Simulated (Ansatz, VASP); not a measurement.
## One calculation of HfB2, two programs

INCAR

```
ALGO = Normal
EDIFF = 1E-6
ENCUT = 520
GGA = PS
ISIF = 2
ISMEAR = -1
LASPH = T
LCHARG = F
LREAL = F
LWAVE = F
NBANDS = 15
NELM = 100
PREC = Accurate
SIGMA = 0.05
```

The input KPOINTS:

```
k-points
0
Gamma
  13 13 11
```

Contents of POSCAR:

```
HfB2
1.0
    3.0759004798      0.0000000000      0.0000000000
   -1.5379502400      2.6638079550      0.0000000000
    0.0000000000      0.0000000000      3.4089596583
Hf B
1 2
Direct
    0.0000000000      0.0000000000      0.0000000000
    0.3333333333      0.6666666667      0.5000000000
    0.6666666667      0.3333333333      0.5000000000
```

Input for Ansatz:

```yaml
crystal:
  lattice:
    - [3.0759004798, 0.0, 0.0]
    - [-1.53795024, 2.663807955, 0.0]
    - [0.0, 0.0, 3.4089596583]
  atoms:
    - { symbol: Hf, position: [0.0, 0.0, 0.0] }
    - { symbol: B, position: [0.3333333333, 0.6666666667, 0.5] }
    - { symbol: B, position: [0.6666666667, 0.3333333333, 0.5] }
kpoints:
  mp_grid: { grid: [13, 13, 11] }
  band_path:
    path:
      - [0.0, 0.0, 0.0]
      - [0.5, 0.0, 0.0]
      - [0.3333333333, 0.3333333333, 0.0]
      - [0.0, 0.0, 0.0]
      - [0.0, 0.0, 0.5]
      - [0.5, 0.0, 0.5]
      - [0.3333333333, 0.3333333333, 0.5]
      - [0.0, 0.0, 0.5]
      - [0.5, 0.0, 0.5]
    npoints: 5
scf:
  occupations: { method: fermi_dirac, width: 0.05 }
hamiltonian:
  xc: pbesol
  pseudopotentials: { kind: all_electron, lapw: { basis_error: 0.0005 } }
output:
  forces: true
  stress: true
  eigenvalues: true
```

Change from the starting cell: volume scaled by 0.94.

Alike in both runs: task single point; functional PBEsol; k mesh 13 × 13 × 11; occupations fermi-dirac, width 0.05 eV; no spin polarisation.

|  | VASP | Ansatz |
| --- | --- | --- |
| version | VASP 6.6.1 | Ansatz 0.2.0 |
| potentials or method | VASP PAW PBE potentials, release 64 (Hf_pv, B), cutoff 520 eV | all-electron LAPW, scalar-relativistic |

Ansatz gave:

| Quantity | Value |
| --- | --- |
| pressure (GPa) | 12.8 |
| traceless stress, the component that is largest in VASP (GPa) | -2.28 |

Q: Estimate VASP's values.

A: Pressure (GPa): 12.9; traceless stress, the component that is largest in VASP (GPa): -2.02.

VASP's potentials were made for PBE, not for PBEsol. Ansatz ran all-electron here, and VASP with PAW potentials.

Neither program's run includes spin-orbit coupling.
